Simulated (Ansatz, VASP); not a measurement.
# HCl: VASP beside Ansatz

```
Cl H
1.0
     7.41686    0.00000    0.00000
     0.00000    7.41686    0.00000
     0.00000    0.00000    7.41686
Cl H
10 10
Direct
  0.29736 0.09867 0.37525
  0.09051 0.54358 0.36877
  0.69784 0.29783 0.34053
  0.43723 0.24650 0.90080
  0.68925 0.78791 0.15440
  0.82378 0.50459 0.80974
  0.22664 0.72780 0.96939
  0.47936 0.69968 0.56272
  0.99735 0.14121 0.01485
  0.90795 0.94144 0.60562
  0.37898 0.97065 0.46442
  0.13024 0.60722 0.20608
  0.84848 0.39063 0.34695
  0.40044 0.18550 0.06060
  0.73274 0.66269 0.03504
  0.70405 0.59268 0.71349
  0.12864 0.87461 0.98616
  0.56318 0.69193 0.40630
  0.87538 0.14443 0.14268
  0.97572 0.81519 0.50434
```

Alike in both runs: functional PBE; k mesh 1 × 1 × 1; occupations fermi-dirac, width 0.05 eV; no spin polarisation.

Ansatz relaxed the structure, and its values are those at the end. VASP's run is a single point on that final structure, the one shown.

|  | VASP | Ansatz |
| --- | --- | --- |
| version | VASP 6.6.1 | Ansatz 0.2.0 |
| potentials or method | VASP PAW PBE potentials, release 64 (Cl, H_h), cutoff 910 eV | scalar-relativistic, plane waves, PAW |
| valence electrons in the cell | 80 | 80 |

Ansatz gave:

```
gap on the k mesh at the Fermi level (eV) : 5.43
rms of the force components (eV/Å)        : 0.024
```

Estimate VASP's values.

gap on the k mesh at the Fermi level (eV): 5.46; rms of the force components (eV/Å): 0.084.
